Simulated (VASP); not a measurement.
# Hf (P6_3/mmc) in VASP: a series of runs

Runs on Hf. Level: r2SCAN. Tasks: single point.

Everything below comes from runs of VASP 6.6.1. Logs are shortened: lines on timing, memory, paths and dates and some standing lists are left out, and cuts for length are marked.

### 1 The cell of the first run

The structure is hexagonal, space group P6_3/mmc (No. 194). Conventional cell: a = 3.197 Å, b = 3.197 Å, c = 5.058 Å, α = 90.00°, β = 90.00°, γ = 120.00°. Hf (site symmetry -6m2) has 12 Hf at 3.13 to 3.20 Å within 4.1 Å.

### 2 Single point, r2SCAN

POSCAR reads:

```
Hf
1.0
    3.1967000000      0.0000000000      0.0000000000
   -1.5983500000      2.7684234083      0.0000000000
    0.0000000000      0.0000000000      5.0578000000
Hf
2
Direct
    0.3333333333      0.6666666667      0.2500000000
    0.6666666667      0.3333333333      0.7500000000
```

INCAR.step1 reads:

```
SYSTEM = Hf
PREC = Accurate
ENCUT = 520
ISMEAR = 0
SIGMA = 0.1
LREAL = .False.
LASPH = .True.
NELM = 60
NBANDS = 17
GGA = PE
ALGO = Normal
EDIFF = 1E-4
LWAVE = .True.
LCHARG = .False.
```

INCAR.step2 reads:

```
SYSTEM = Hf
PREC = Accurate
ENCUT = 520
EDIFF = 1E-6
ISMEAR = 0
SIGMA = 0.1
LREAL = .False.
LASPH = .True.
NELM = 60
ALGO = Normal
ISIF = 2
LWAVE = .False.
LCHARG = .False.
METAGGA = R2SCAN
LMIXTAU = .True.
NBANDS = 17
ISTART = 1
```

KPOINTS reads:

```
Automatic mesh
0
Gamma
  6 6 4
  0 0 0
```

Potentials or basis: VASP PAW PBE potentials, release 64 (Hf_pv).

Command:

```
cat potpaw_PBE.64/Hf_pv/POTCAR > POTCAR
cp INCAR.step1 INCAR
mpirun -np 1 vasp_std > vasp.out
cp INCAR.step2 INCAR
mpirun -np 1 vasp_std > vasp.out
```

OUTCAR:

```text
SYSTEM = Hf
   PREC = Accurate
   ENCUT = 520
   EDIFF = 1E-6
   ISMEAR = 0
   LREAL = .False.
   LASPH = .True.
   NELM = 60
   ISIF = 2
   METAGGA = R2SCAN
   ISTART = 1

 ion  position               nearest neighbor table
   1  0.333  0.667  0.250-   2 3.13   2 3.13   2 3.13   2 3.13   2 3.13   2 3.13
   2  0.667  0.333  0.750-   1 3.13   1 3.13   1 3.13   1 3.13   1 3.13   1 3.13

  LATTYP: Found a hexagonal cell.
 ALAT       =     3.1967000000
 C/A-ratio  =     1.5821941377

  Lattice vectors:

 A1 = (   3.1967000000,   0.0000000000,   0.0000000000)
 A2 = (  -1.5983500000,   2.7684234083,   0.0000000000)
 A3 = (   0.0000000000,   0.0000000000,   5.0578000000)

Analysis of symmetry for initial positions (statically):
=====================================================================
 Subroutine PRICEL returns:
 Original cell was already a primitive cell.

 Routine SETGRP: Setting up the symmetry group for a
 hexagonal supercell.

 Subroutine GETGRP returns: Found 24 space group operations
 (whereof 12 operations were pure point group operations)
 out of a pool of 24 trial point group operations.

The static configuration has the point symmetry D_3d.
 The point group associated with its full space group is D_6h.

Analysis of symmetry for dynamics (positions and initial velocities):
=====================================================================
 Subroutine PRICEL returns:
 Original cell was already a primitive cell.

 Routine SETGRP: Setting up the symmetry group for a
 hexagonal supercell.

 Subroutine GETGRP returns: Found 24 space group operations
 (whereof 12 operations were pure point group operations)
 out of a pool of 24 trial point group operations.

The dynamic configuration has the point symmetry D_3d.
 The point group associated with its full space group is D_6h.

 Subroutine INISYM returns: Found 24 space group operations
 (whereof 12 operations are pure point group operations),
 and found     1 'primitive' translations

----------------------------------------------------------------------------------------

                                     Primitive cell

  volume of cell :      44.7606

  direct lattice vectors                    reciprocal lattice vectors
     3.196700000  0.000000000  0.000000000     0.312822598  0.180608211  0.000000000
    -1.598350000  2.768423408  0.000000000     0.000000000  0.361216423  0.000000000
     0.000000000  0.000000000  5.057800000     0.000000000  0.000000000  0.197714421

  length of vectors
     3.196700000  3.196700000  5.057800000     0.361216423  0.361216423  0.197714421

  position of ions in fractional coordinates (direct lattice)
     0.333333333  0.666666667  0.250000000
     0.666666667  0.333333333  0.750000000

  ion indices of the primitive-cell ions
   primitive index   ion index
                 1           1
                 2           2

----------------------------------------------------------------------------------------

 KPOINTS: Automatic mesh

Automatic generation of k-mesh.
 Grid dimensions read from file:
 generate k-points for:    6    6    4

 Generating k-lattice:

  Cartesian coordinates                     Fractional coordinates (reciprocal lattice)
     0.052137100  0.030101369  0.000000000     0.166666667  0.000000000  0.000000000
     0.000000000  0.060202737  0.000000000     0.000000000  0.166666667  0.000000000
     0.000000000  0.000000000  0.049428605     0.000000000  0.000000000  0.250000000

  Length of vectors
     0.060202737  0.060202737  0.049428605

  Shift w.r.t. Gamma in fractional coordinates (k-lattice)
     0.000000000  0.000000000  0.000000000

 Subroutine IBZKPT returns following result:
 ===========================================

 Found     21 irreducible k-points:

 Following reciprocal coordinates:
            Coordinates               Weight
  0.000000  0.000000  0.000000      1.000000
  0.166667  0.000000  0.000000      6.000000
  0.333333  0.000000  0.000000      6.000000
  0.500000  0.000000  0.000000      3.000000
  0.166667  0.166667  0.000000      6.000000
  0.333333  0.166667  0.000000     12.000000
[... 13 lines left out ...]
  0.333333  0.166667  0.500000     12.000000
  0.333333  0.333333  0.500000      2.000000
   k-points           NKPTS =     21   k-points in BZ     NKDIM =     21   number of bands    NBANDS=     17
   number of dos      NEDOS =    301   number of ions     NIONS =      2
   total plane-waves  NPLWV =  23040
   dimension x,y,z NGX =    24 NGY =   24 NGZ =   40
   dimension x,y,z NGXF=    48 NGYF=   48 NGZF=   80
   ions per type =               2
   NGX,Y,Z   is equivalent  to a cutoff of  12.48, 12.48, 13.15 a.u.
   NGXF,Y,Z  is equivalent  to a cutoff of  24.96, 24.96, 26.30 a.u.
 SYSTEM =  Hf
   PREC   = accura    normal or accurate (medium, high low for compatibility)
   ISTART =      1    job   : 0-new  1-cont  2-samecut
   ICHARG =      0    charge: 1-file 2-atom 10-const
   ISPIN  =      1    spin polarized calculation?
   LNONCOLLINEAR =      F non collinear calculations
   LSORBIT =      F    spin-orbit coupling
   LASPH  =      T    aspherical Exc in radial PAW
   ENCUT  =  520.0 eV  38.22 Ry    6.18 a.u.   5.94  5.94  9.40*2*pi/ulx,y,z
   NELM   =     60;   NELMIN=  2; NELMDL=  0     # of ELM steps
   EDIFF  = 0.1E-05   stopping-criterion for ELM
   LREAL  =      F    real-space projection
   EDIFFG = 0.1E-04   stopping-criterion for IOM
   NSW    =      0    number of steps for IOM
   IBRION =     -1    ionic relax: 0-MD 1-quasi-New 2-CG
   NFREE  =      0    steps in history (QN), initial steepest desc. (CG)
   ISIF   =      2    stress and relaxation
   ISYM   =      2    0-nonsym 1-usesym 2-fastsym
   POTIM  = 0.5000    time-step for ionic-motion
   TEBEG  =    0.0;   TEEND  =   0.0 temperature during run
   PSTRESS=    0.0 pullay stress
   NELECT =      20.0000    total number of electrons
   NUPDOWN=      -1.0000    fix difference up-down
   EMIN   =  10.00;   EMAX   =-10.00  energy-range for DOS
   EFERMI =   0.00;   METHOD = LEGACY
   ISMEAR =     0;   SIGMA  =   0.10  broadening in eV -4-tet -1-fermi 0-gaus
   EFERMI_NEDOS =   21; number of points for ismear=-14 and -15
   IALGO  =     38    algorithm
   IMIX   =      4    mixing-type and parameters
     AMIX     =   0.40;   BMIX     =  1.00
     AMIX_MAG =   1.60;   BMIX_MAG =  1.00
  volume/ion in A,a.u.               =      22.38       151.03
  Fermi-wavevector in a.u.,A,eV,Ry     =   1.251563  2.365112 21.312311  1.566411
  Thomas-Fermi vector in A             =   2.385505
   LORBIT       =      0    0 simple, 1 ext, 2 COOP (PROOUT), +10 PAW based schemes
   METAGGA = R2SCAN    functional components
   LHFCALC =     F    Hartree Fock is set to
   AEXX    =    0.0000 exact exchange contribution
   IVDW    =     0    specifies the selected vdW correction
   LEPSILON=     F    determine dielectric tensor
   LRPA    =     F    only Hartree local field effects (RPA)
 non-spin polarized calculation
 Gauss-broadening in eV      SIGMA  =   0.10
  energy-cutoff  :      520.00
  volume of cell :       44.76
 maximum number of plane-waves:      1236
 NGX is ok and might be reduce to    24
   NGX = 11   NGY = 11   NGZ = 19

 number of electron      20.0000004 magnetization

 Free energy of the ion-electron system (eV)
  ---------------------------------------------------
  ext. energy  EPLUGINS =         0.00000000
  ---------------------------------------------------
  free energy    TOTEN  =       -90.28243259 eV

  energy without entropy =      -90.26676613  energy(sigma->0) =      -90.27459936

 E-fermi :   4.8648     XC(G=0): -12.1523

 val. band max:        4.8574851345   @ k =   0.3333   0.1667   0.5000
 cond. band min:       4.8791610639   @ k =   0.1667   0.0000   0.0000
 fundamental gap:      0.0216759294
 Fermi energy:         4.8647955812

 k-point     1 :       0.0000    0.0000    0.0000
  band No.  band energies     occupation
      1     -27.4104      2.00000
      2     -26.6639      2.00000
      3     -26.6639      2.00000
      4     -26.5354      2.00000
      5     -26.5354      2.00000
      6     -26.5176      2.00000
[... 9 lines left out ...]
     16       7.7611      0.00000
     17      10.4905      0.00000

 k-point     2 :       0.1667    0.0000    0.0000
  band No.  band energies     occupation
      1     -27.3383      2.00000
      2     -26.8114      2.00000
      3     -26.7120      2.00000
      4     -26.6875      2.00000
      5     -26.5557      2.00000
      6     -26.5513      2.00000
[... 9 lines left out ...]
     16       7.7820      0.00000
     17      10.9984      0.00000

 k-point     3 :       0.3333    0.0000    0.0000
  band No.  band energies     occupation
      1     -27.1622      2.00000
      2     -27.1070      2.00000
      3     -26.9695      2.00000
      4     -26.8014      2.00000
      5     -26.6500      2.00000
      6     -26.6018      2.00000
[... 9 lines left out ...]
     16       9.7440      0.00000
     17      11.5143      0.00000

 k-point     4 :       0.5000    0.0000    0.0000
  band No.  band energies     occupation
      1     -27.2536      2.00000
      2     -27.1016      2.00000
      3     -27.0306      2.00000
      4     -26.8439      2.00000
      5     -26.7425      2.00000
      6     -26.6262      2.00000
[... 9 lines left out ...]
     16      11.6522      0.00000
     17      12.0437      0.00000

 k-point     5 :       0.1667    0.1667    0.0000
  band No.  band energies     occupation
      1     -27.2127      2.00000
      2     -26.9661      2.00000
      3     -26.9529      2.00000
      4     -26.7545      2.00000
      5     -26.6331      2.00000
      6     -26.6189      2.00000
[... 9 lines left out ...]
     16       9.5300      0.00000
     17      11.1485      0.00000

 k-point     6 :       0.3333    0.1667    0.0000
  band No.  band energies     occupation
      1     -27.1769      2.00000
      2     -27.0536      2.00000
      3     -27.0332      2.00000
      4     -26.8926      2.00000
      5     -26.7398      2.00000
      6     -26.7118      2.00000
[... 9 lines left out ...]
     16      11.2070      0.00000
     17      11.8226      0.00000

 k-point     7 :       0.3333    0.3333    0.0000
  band No.  band energies     occupation
      1     -27.1416      2.00000
      2     -27.0097      2.00000
      3     -27.0097      2.00000
      4     -26.8766      2.00000
      5     -26.8766      2.00000
      6     -26.8556      2.00000
[... 9 lines left out ...]
     16      10.9244      0.00000
     17      10.9603      0.00000

 k-point     8 :       0.0000    0.0000    0.2500
  band No.  band energies     occupation
      1     -27.2874      2.00000
      2     -26.6568      2.00000
      3     -26.6452      2.00000
      4     -26.6452      2.00000
      5     -26.5543      2.00000
      6     -26.5543      2.00000
[... 9 lines left out ...]
     16       8.5703      0.00000
     17      10.6172      0.00000
[... 143 lines left out ...]
      1     -27.0220      2.00000
      2     -27.0220      2.00000
      3     -26.6823      2.00000
      4     -26.6823      2.00000
      5     -26.6343      2.00000
      6     -26.6343      2.00000
[... 9 lines left out ...]
     16       9.8120      0.00000
     17      10.0227      0.00000

 k-point    17 :       0.3333    0.0000    0.5000
  band No.  band energies     occupation
      1     -27.2041      2.00000
      2     -27.2041      2.00000
      3     -26.7387      2.00000
      4     -26.7387      2.00000
      5     -26.7025      2.00000
      6     -26.7025      2.00000
[... 9 lines left out ...]
     16      10.2689      0.00000
     17      10.3750      0.00000

 k-point    18 :       0.5000    0.0000    0.5000
  band No.  band energies     occupation
      1     -27.3207      2.00000
      2     -27.3207      2.00000
      3     -26.7367      2.00000
      4     -26.7367      2.00000
      5     -26.7362      2.00000
      6     -26.7362      2.00000
[... 9 lines left out ...]
     16      11.2143      0.00000
     17      11.3130      0.00000

 k-point    19 :       0.1667    0.1667    0.5000
  band No.  band energies     occupation
      1     -27.1303      2.00000
      2     -27.1303      2.00000
      3     -26.7654      2.00000
      4     -26.7654      2.00000
      5     -26.6756      2.00000
      6     -26.6756      2.00000
[... 9 lines left out ...]
     16       9.7977      0.00000
     17      10.6925      0.00000

 k-point    20 :       0.3333    0.1667    0.5000
  band No.  band energies     occupation
      1     -27.2566      2.00000
      2     -27.2566      2.00000
      3     -26.8631      2.00000
      4     -26.8631      2.00000
      5     -26.6786      2.00000
      6     -26.6786      2.00000
[... 9 lines left out ...]
     16      10.6683      0.00000
     17      11.9821      0.00000

 k-point    21 :       0.3333    0.3333    0.5000
  band No.  band energies     occupation
      1     -27.2135      2.00000
      2     -27.2135      2.00000
      3     -27.0006      2.00000
      4     -27.0006      2.00000
      5     -26.6630      2.00000
      6     -26.6630      2.00000
[... 9 lines left out ...]
     16      10.1792      0.00000
     17      13.7334      0.00000

------------------------ aborting loop because EDIFF is reached ----------------------------------------

  FORCE on cell =-STRESS in cart. coord.  units (eV):
  Direction    XX          YY          ZZ          XY          YZ          ZX
  --------------------------------------------------------------------------------------
  -------------------------------------------------------------------------------------
  Total       -0.1509051     -0.1509051      0.0578046      0.0000000      0.0000000      0.0000000
  in kB       -5.4015524     -5.4015524      2.0690783      0.0000000      0.0000000      0.0000000
  external PRESSURE =      -2.9113422 kB  Pullay stress =       0.0000000 kB

 VOLUME and BASIS-vectors are now :
 -----------------------------------------------------------------------------
  energy-cutoff  :      520.00
  volume of cell :       44.76
      direct lattice vectors                 reciprocal lattice vectors
     3.196700000  0.000000000  0.000000000     0.312822598  0.180608211  0.000000000
    -1.598350000  2.768423408  0.000000000     0.000000000  0.361216423  0.000000000
     0.000000000  0.000000000  5.057800000     0.000000000  0.000000000  0.197714421

 POSITION                                       TOTAL-FORCE (eV/Angst)
 -----------------------------------------------------------------------------------
     -0.00000      1.84562      1.26445        -0.000000      0.000000      0.000000
      1.59835      0.92281      3.79335         0.000000     -0.000000      0.000000
 -----------------------------------------------------------------------------------
    total drift:                               -0.000000      0.000000     -0.000000

  FREE ENERGIE OF THE ION-ELECTRON SYSTEM (eV)
  ---------------------------------------------------
  free  energy   TOTEN  =       -90.2824325934 eV

  energy  without entropy=      -90.2667661296  energy(sigma->0) =      -90.27459936
```

Wall time 36 s (1 thread of Intel Xeon Platinum 8488C (Sapphire Rapids), shared host); peak memory 0.16 GiB.

What came out:

* Free energy: -90.2824 eV
* Pressure: -0.3 GPa
* Band gap on the k mesh: zero (band 10 reaches 6.16 eV, above the bottom of band 11 at 4.49 eV)

Stress tensor (GPa, compression positive):
```
-0.54  0.00  0.00
 0.00 -0.54  0.00
 0.00  0.00  0.21
```

Levels at points of the mesh, in eV from the Fermi level:
```csv
k point,band 7,band 8,band 9,band 10,band 11,band 12,band 13,band 14
"(0.00, 0.00, 0.00)",-7.79,-3.88,0.37,1.29,1.29,1.60,2.16,2.16
"(0.50, 0.00, 0.00)",-3.53,-2.89,-2.35,-1.05,0.89,0.95,1.77,6.16
"(0.00, 0.00, 0.50)",-5.73,-5.73,0.12,0.12,1.20,1.20,1.20,1.20
"(0.50, 0.00, 0.50)",-3.56,-3.56,-1.06,-1.06,1.04,1.04,2.85,2.85
```

Caveat: the k points lie up to 0.38 Å⁻¹ apart; the PAW data sets were made with another functional, which shifts forces and pressure a little; spin-orbit coupling is left out, which moves the levels of the heavy elements.

### 3 Single point, r2SCAN (volume scaled by 0.94, then relaxed in part)

POSCAR reads:

```
Hf
1.0
    3.1328082611      0.0000000000      0.0000000000
   -1.5664041305      2.7130915393      0.0000000000
    0.0000000000      0.0000000000      4.9427197839
Hf
2
Direct
    0.3333333333      0.6666666667      0.2500000000
    0.6666666667      0.3333333333      0.7500000000
```

INCAR.step1 reads:

```
SYSTEM = Hf
PREC = Accurate ; ENCUT = 520
ISMEAR = 0 ; SIGMA = 0.1
LREAL = .False. ; LASPH = .True.
NELM = 80 ; NBANDS = 17
GGA = PE ; ALGO = Normal
EDIFF = 1E-4 ; LWAVE = .True.
LCHARG = .False.
```

INCAR.step2 reads:

```
SYSTEM = Hf
PREC = Accurate ; ENCUT = 520
EDIFF = 1E-6 ; ISMEAR = 0
SIGMA = 0.1 ; LREAL = .False.
LASPH = .True. ; NELM = 80
ALGO = Normal ; ISIF = 2
LWAVE = .False. ; LCHARG = .True.
METAGGA = R2SCAN ; LMIXTAU = .True.
LELF = .True. ; LVHAR = .True.
NBANDS = 17 ; ISTART = 1
```

KPOINTS reads:

```
regular mesh
0
Gamma
  15 15 8
  0 0 0
```

Potentials or basis: VASP PAW PBE potentials, release 64 (Hf_pv).

Command:

```
cat potpaw_PBE.64/Hf_pv/POTCAR > POTCAR
cp INCAR.step1 INCAR
mpirun -np 1 vasp_std > vasp.out
cp INCAR.step2 INCAR
mpirun -np 1 vasp_std > vasp.out
```

Run time: 2.4 min. Hardware: 1 thread of Intel Xeon Platinum 8488C (Sapphire Rapids), shared host; peak memory 0.22 GiB.

Results (log left out):

```yaml
Free_energy: -90.2547 eV
Pressure: 7.0 GPa
Band_gap_on_the_k_mesh: zero (band 10 reaches 6.61 eV, above the bottom of band 11 at 4.82 eV)
```

Stress tensor (GPa, compression positive):
```
7.09 0.00 0.00
0.00 7.09 0.00
0.00 0.00 6.95
```

Levels at points of the mesh, in eV from the Fermi level:
| k point | band 7 | band 8 | band 9 | band 10 | band 11 | band 12 | band 13 | band 14 |
| --- | --- | --- | --- | --- | --- | --- | --- | --- |
| (0.00, 0.00, 0.00) | -7.97 | -4.05 | 0.67 | 1.33 | 1.33 | 1.70 | 2.29 | 2.29 |
| (0.00, 0.00, 0.50) | -5.78 | -5.78 | 0.14 | 0.14 | 1.22 | 1.22 | 1.22 | 1.22 |

Caveat: the PAW data sets were made with another functional, which shifts forces and pressure a little; spin-orbit coupling is left out, which moves the levels of the heavy elements.
